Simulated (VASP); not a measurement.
Set up this calculation in VASP 6.6.1, as the native input.

```
Task                   : single point
Functional             : PBE
Potentials or basis    : VASP PAW PBE potentials, release 64 (Si, W_sv, C)
Cutoff                 : 520 eV
k mesh                 : 8 × 8 × 14
Occupations            : gaussian, width 0.1 eV
Spin                   : no spin polarisation
Dipole correction      : no
Further INCAR settings : ALGO = Normal; EDIFF = 1e-06; NBANDS = 26
```

The structure of Si3WC2 lies in POSCAR:

```
Si3WC2
1.0
    2.7734603846     -4.3625473568      0.0000000000
    2.7734603846      4.3625473568      0.0000000000
    0.0000000000      0.0000000000      2.7928998400
Si W C
3 1 2
Direct
    0.0000000000      0.0000000000      0.0000000000
    0.5000000000      0.0000000000      0.5000000000
    0.0000000000      0.5000000000      0.5000000000
    0.5000000000      0.5000000000      0.0000000000
    0.2423727815      0.7576272185      0.0000000000
    0.7576272185      0.2423727815      0.0000000000
```

The cell was generated, and may not be a known phase.

One way to write it, as run:

INCAR

```
SYSTEM = Si3WC2
ALGO = Normal ; EDIFF = 1E-6
ENCUT = 520 ; GGA = PE
ISIF = 2 ; ISMEAR = 0
LASPH = .TRUE. ; LCHARG = .TRUE.
LELF = .TRUE. ; LREAL = .FALSE.
LVHAR = .TRUE. ; LWAVE = .FALSE.
NBANDS = 26 ; NELM = 60
PREC = Accurate ; SIGMA = 0.1
```

KPOINTS

```
k-points
0
G
  8 8 14
  0 0 0
```

Potentials or basis: VASP PAW PBE potentials, release 64 (Si, W_sv, C).

The run is started by

```bash
$ cat potpaw_PBE.64/Si/POTCAR potpaw_PBE.64/W_sv/POTCAR potpaw_PBE.64/C/POTCAR > POTCAR
$ mpirun -np 1 vasp_std > vasp.out
```

Results of the run:

```
Pressure               : 0.1 GPa
Largest force          : 0.013 eV/Å
Band gap on the k mesh : zero (bands 17 and 18 overlap by 2.64 eV)
```

Caveat: spin-orbit coupling is left out, which moves the levels of the heavy elements.

Wall time 100 s on 1 thread of Intel(R) Xeon(R) 6975P-C (Granite Rapids), with other jobs on the host, peak memory 0.38 GiB.
